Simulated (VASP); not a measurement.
Runs of VASP 6.6.1 on Ba2Be. The structure is that of space group Pn-3m (No. 224), or close to it. The cells are those of the table. The cell was generated, and may not be a known phase.

```csv
task,cell,k mesh,cutoff (eV),gap on the mesh (eV),pressure (GPa),relaxed volume (Å³/atom)
relaxation of cell and atoms,"relaxed from a = 5.646 Å, 6 atoms",4 × 4 × 4,600,none,0.1,56.45
single point,"a = 6.905 Å, 6 atoms",4 × 4 × 4,520,none,0.4,-
single point,"a = 6.966 Å, 6 atoms",6 × 6 × 6,520,none,0.1,-
single point,"a = 5.646 Å, 6 atoms",4 × 4 × 4,520,none,14.4,-
relaxation of cell and atoms,"relaxed from a = 6.905 Å, 6 atoms",6 × 6 × 6,600,none,0.0,(a)
```

Alike in all rows: level PBE; potentials or basis VASP PAW PBE potentials, release 64 (Ba_sv, Be); no spin polarisation; smearing gaussian 0.1 eV.

**Question.** Estimate the missing entries.

**Answer.** (a) 57.12.

Caveats: spin-orbit coupling is left out, which moves the levels of the heavy elements; the volume moved by over 15 % at a fixed basis, so the end points are rough (at least some runs); the cell stands under pressure (at least some runs).

A k mesh can miss the band edges, and the runs leave out spin-orbit coupling on Ba.

A gap of «none» marks levels without a gap at the run's occupations.
